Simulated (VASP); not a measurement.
Wanted: the native input for a VASP 6.6.1 run.

- Task: single point
- Functional: LDA
- Potentials or basis: VASP PAW LDA potentials, release 64 (Mg)
- Cutoff: 520 eV
- k mesh: 11 × 11 × 11
- Occupations: fermi-dirac, width 0.05 eV
- Spin: no spin polarisation
- Dipole correction: no
- Further INCAR settings: ALGO = Normal; EDIFF = 1e-07; NBANDS = 7

The structure of Mg lies in POSCAR:

```
Mg
1.0
   -1.8481508693      1.8481508693      1.6905262251
    1.8481508693     -1.8481508693      1.6905262251
    1.8481508693      1.8481508693     -1.6905262251
Mg
1
Direct
    0.0000000000      0.0000000000      0.0000000000
```

The input as run:

INCAR

```
  ALGO = Normal
  EDIFF = 1E-7
  ENCUT = 520
  ISIF = 2
  ISMEAR = -1
  LASPH = True
  LCHARG = False
  LREAL = False
  LWAVE = False
  NBANDS = 7
  NELM = 80
  PREC = Accurate
  SIGMA = 0.05
```

KPOINTS

```
k-points
0
Gamma
  11 11 11
```

Potentials or basis: VASP PAW LDA potentials, release 64 (Mg).

Run with:

```bash
$ cat potpaw_LDA.64/Mg/POTCAR > POTCAR
$ mpirun -np 1 vasp_std > vasp.out
```

It gave:

```yaml
Pressure: -2.5 GPa
Band_gap_on_the_k_mesh: zero (bands 1 and 2 overlap by 4.37 eV)
```

It took 24 s on 1 thread of AMD EPYC 7R13, on a shared host, peak memory 0.11 GiB.
